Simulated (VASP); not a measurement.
# Sn (Fd-3m) in VASP: notebook, part 2 of 2

VASP 6.6.1. Earlier steps stand in the parts before.

## (3) Single point, PBE

This run uses another cell than the first one, of 33.80 Å³/atom, 1.176 times its volume.

The input, INCAR:

```
PREC = Accurate
ENCUT = 520
EDIFF = 1E-6
ISMEAR = 0
SIGMA = 0.05
LREAL = F
LASPH = T
NELM = 60
ALGO = Normal
ISIF = 2
LWAVE = F
LCHARG = F
GGA = PE
NBANDS = 21
```

The input, KPOINTS:

```
Automatic mesh
0
Gamma
  10 10 10
```

The input, POSCAR:

```
Sn
1.0
    0.0000000000      3.2333428000      3.2333428000
    3.2333428000      0.0000000000      3.2333428000
    3.2333428000      3.2333428000      0.0000000000
Sn
2
Direct
    0.0000000000      0.0000000000      0.0000000000
    0.2500000000      0.2500000000      0.2500000000
```

Potentials or basis: VASP PAW PBE potentials, release 64 (Sn_d).

Launch:

```bash
$ cat potpaw_PBE.64/Sn_d/POTCAR > POTCAR
$ mpirun -np 1 vasp_std > vasp.out
```

OUTCAR:

```text
PREC = Accurate
   ENCUT = 520
   EDIFF = 1E-6
   ISMEAR = 0
   LREAL = F
   LASPH = T
   NELM = 60
   ISIF = 2
   GGA = PE

 ion  position               nearest neighbor table
   1  0.000  0.000  0.000-   2 2.80   2 2.80   2 2.80   2 2.80
   2  0.250  0.250  0.250-   1 2.80   1 2.80   1 2.80   1 2.80

  LATTYP: Found a face centered cubic cell.
 ALAT       =     6.4666856000

  Lattice vectors:

 A1 = (   0.0000000000,   3.2333428000,   3.2333428000)
 A2 = (   3.2333428000,   0.0000000000,   3.2333428000)
 A3 = (   3.2333428000,   3.2333428000,   0.0000000000)

Analysis of symmetry for initial positions (statically):
=====================================================================
 Subroutine PRICEL returns:
 Original cell was already a primitive cell.

 Routine SETGRP: Setting up the symmetry group for a
 face centered cubic supercell.

 Subroutine GETGRP returns: Found 48 space group operations
 (whereof 24 operations were pure point group operations)
 out of a pool of 48 trial point group operations.

The static configuration has the point symmetry T_d .
 The point group associated with its full space group is O_h .

Analysis of symmetry for dynamics (positions and initial velocities):
=====================================================================
 Subroutine PRICEL returns:
 Original cell was already a primitive cell.

 Routine SETGRP: Setting up the symmetry group for a
 face centered cubic supercell.

 Subroutine GETGRP returns: Found 48 space group operations
 (whereof 24 operations were pure point group operations)
 out of a pool of 48 trial point group operations.

The dynamic configuration has the point symmetry T_d .
 The point group associated with its full space group is O_h .

 Subroutine INISYM returns: Found 48 space group operations
 (whereof 24 operations are pure point group operations),
 and found     1 'primitive' translations

[... 103 lines left out ...]
   TEBEG  =    0.0;   TEEND  =   0.0 temperature during run
   PSTRESS=    0.0 pullay stress
   NELECT =      28.0000    total number of electrons
   NUPDOWN=      -1.0000    fix difference up-down
   EMIN   =  10.00;   EMAX   =-10.00  energy-range for DOS
   EFERMI =   0.00;   METHOD = LEGACY
   ISMEAR =     0;   SIGMA  =   0.05  broadening in eV -4-tet -1-fermi 0-gaus
   EFERMI_NEDOS =   21; number of points for ismear=-14 and -15
   IALGO  =     38    algorithm
   IMIX   =      4    mixing-type and parameters
     AMIX     =   0.40;   BMIX     =  1.00
     AMIX_MAG =   1.60;   BMIX_MAG =  1.00
  volume/ion in A,a.u.               =      33.80       228.11
  Fermi-wavevector in a.u.,A,eV,Ry     =   1.220298  2.306028 20.260793  1.489126
  Thomas-Fermi vector in A             =   2.355520
   LORBIT       =      0    0 simple, 1 ext, 2 COOP (PROOUT), +10 PAW based schemes
   GGA     = PE    functional components
   LHFCALC =     F    Hartree Fock is set to
   AEXX    =    0.0000 exact exchange contribution
   IVDW    =     0    specifies the selected vdW correction
   LEPSILON=     F    determine dielectric tensor
   LRPA    =     F    only Hartree local field effects (RPA)
 non-spin polarized calculation
 Gauss-broadening in eV      SIGMA  =   0.05
  energy-cutoff  :      520.00
  volume of cell :       67.61
 maximum number of plane-waves:      1849
 NGX is ok and might be reduce to    36
   NGX = 17   NGY = 17   NGZ = 17

 number of electron      28.0000008 magnetization

 Free energy of the ion-electron system (eV)
  ---------------------------------------------------
  ext. energy  EPLUGINS =         0.00000000
  ---------------------------------------------------
  free energy    TOTEN  =        -7.62488732 eV

  energy without entropy =       -7.62473219  energy(sigma->0) =       -7.62480976

 E-fermi :   5.7643     XC(G=0):  -8.9215

 val. band max:        5.6429174147   @ k =   0.1000   0.0000   0.0000
 cond. band min:       5.7698405904   @ k =   0.5000   0.0000   0.0000
 fundamental gap:      0.1269231758
 Fermi energy:         5.7643040631

 k-point     1 :       0.0000    0.0000    0.0000
  band No.  band energies     occupation
      1     -15.9504      2.00000
      2     -15.9504      2.00000
      3     -15.9504      2.00000
      4     -15.8893      2.00000
      5     -15.8893      2.00000
      6     -15.5716      2.00000
[... 565 lines left out ...]
     20      15.1122      0.00000
     21      15.2226      0.00000

 [... further k-points ...]
[... 5 lines left out ...]
  --------------------------------------------------------------------------------------
  -------------------------------------------------------------------------------------
  Total        1.5687307      1.5687307      1.5687307     -0.0000000      0.0000000     -0.0000000
  in kB       37.1769484     37.1769484     37.1769484     -0.0000000      0.0000000     -0.0000000
  external PRESSURE =      37.1769484 kB  Pullay stress =       0.0000000 kB

 VOLUME and BASIS-vectors are now :
 -----------------------------------------------------------------------------
  energy-cutoff  :      520.00
  volume of cell :       67.61
      direct lattice vectors                 reciprocal lattice vectors
     0.000000000  3.233342800  3.233342800    -0.154638723  0.154638723  0.154638723
     3.233342800  0.000000000  3.233342800     0.154638723 -0.154638723  0.154638723
     3.233342800  3.233342800  0.000000000     0.154638723  0.154638723 -0.154638723

 POSITION                                       TOTAL-FORCE (eV/Angst)
 -----------------------------------------------------------------------------------
      0.00000      0.00000      0.00000        -0.000000     -0.000000     -0.000000
      1.61667      1.61667      1.61667         0.000000      0.000000      0.000000
 -----------------------------------------------------------------------------------
    total drift:                                0.000000      0.000000      0.000000

  FREE ENERGIE OF THE ION-ELECTRON SYSTEM (eV)
  ---------------------------------------------------
  free  energy   TOTEN  =        -7.6248873249 eV

  energy  without entropy=       -7.6247321858  energy(sigma->0) =       -7.62480976
```

OSZICAR:

```text
N       E                     dE             d eps       ncg     rms          rms(c)
DAV:   1     0.231364335834E+03    0.23136E+03   -0.14535E+04  1989   0.193E+03
DAV:   2     0.179802478266E+02   -0.21338E+03   -0.20889E+03  1984   0.459E+02
DAV:   3    -0.681716185939E+01   -0.24797E+02   -0.24657E+02  2294   0.141E+02
DAV:   4    -0.765472284199E+01   -0.83756E+00   -0.83720E+00  2279   0.290E+01
DAV:   5    -0.768877199696E+01   -0.34049E-01   -0.34049E-01  2912   0.544E+00    0.328E+00
DAV:   6    -0.764381234830E+01    0.44960E-01   -0.27832E-02  2676   0.206E+00    0.192E+00
DAV:   7    -0.762259892948E+01    0.21213E-01   -0.46511E-02  2137   0.220E+00    0.163E-01
DAV:   8    -0.762448118806E+01   -0.18823E-02   -0.58178E-03  2204   0.829E-01    0.510E-02
DAV:   9    -0.762486720318E+01   -0.38602E-03   -0.50814E-04  2221   0.153E-01    0.122E-02
DAV:  10    -0.762488290445E+01   -0.15701E-04   -0.31134E-05  2607   0.459E-02    0.579E-03
DAV:  11    -0.762488742563E+01   -0.45212E-05   -0.77241E-06  1743   0.193E-02    0.943E-04
DAV:  12    -0.762488732494E+01    0.10068E-06   -0.32468E-07  1659   0.712E-03
   1 F= -.76248873E+01 E0= -.76248098E+01  d E =-.155139E-03
```

stdout:

```text
POSCAR found type information on POSCAR Sn
 POSCAR found :  1 types and       2 ions
 scaLAPACK will be used
 LDA part: xc-table for (Slater+PW92), standard interpolation
 POSCAR, INCAR and KPOINTS ok, starting setup
 FFT: planning ... GRIDC
 FFT: planning ... GRID_SOFT
 FFT: planning ... GRID
 WAVECAR not read
 entering main loop
```

Wall time 45 s (1 thread of Intel Xeon Platinum 8488C (Sapphire Rapids), shared host); peak memory 0.22 GiB.

Results:

```yaml
Free_energy: -7.6249 eV
Pressure: 3.7 GPa
Band_gap_on_the_k_mesh: zero (band 14 reaches 5.84 eV, above the bottom of band 15 at 5.77 eV)
```

Levels at points of the mesh, in eV from the Fermi level:
| k point | band 11 | band 12 | band 13 | band 14 | band 15 | band 16 | band 17 | band 18 |
| --- | --- | --- | --- | --- | --- | --- | --- | --- |
| (0.00, 0.00, 0.00) | -10.69 | -0.57 | 0.08 | 0.08 | 0.08 | 2.15 | 2.15 | 2.15 |
| (0.50, 0.00, 0.00) | -9.04 | -6.34 | -1.14 | -1.14 | 0.01 | 3.23 | 3.23 | 5.63 |
| (0.50, 0.50, 0.00) | -7.56 | -7.56 | -2.50 | -2.50 | 0.80 | 0.80 | 7.79 | 7.79 |

Caveat: spin-orbit coupling is left out, which moves the levels of the heavy elements.
